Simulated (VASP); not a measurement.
The system is Pb.

```xyz
1
Lattice="0.0000 2.4750 2.4750 2.4750 0.0000 2.4750 2.4750 2.4750 0.0000" Properties=species:S:1:pos:R:3 pbc="T T T"
Pb    0.0000    0.0000    0.0000
```

Base run:

| Item | Value |
| --- | --- |
| Program | VASP 6.6.1 |
| Functional | r2SCAN |
| Potentials or basis | VASP PAW PBE potentials, release 64 (Pb_d) |
| Cutoff | 520 eV |
| k mesh | 9 × 9 × 9 |
| Occupations | fermi-dirac, width 0.05 eV |
| Spin | non-collinear spin, zero start, spin-orbit coupling |
| Starting moments | [[0.0, 0.0, 0.0]] μB |

Its results: pressure 1.2 GPa; net moment 0.00 μB per cell.

**Question.** The run is repeated on the same cell with these changes: functional from r2SCAN to PBEsol; further incar settings from ALGO = Normal; EDIFF = 1e-07; NBANDS = 25 to ALGO = Normal; EDIFF = 1e-06; NBANDS = 25. What comes out?

**Answer.** Pressure -0.7 GPa; net moment 0.00 μB per cell.

Caveats: the PAW data sets were made with another functional, which shifts forces and pressure a little.
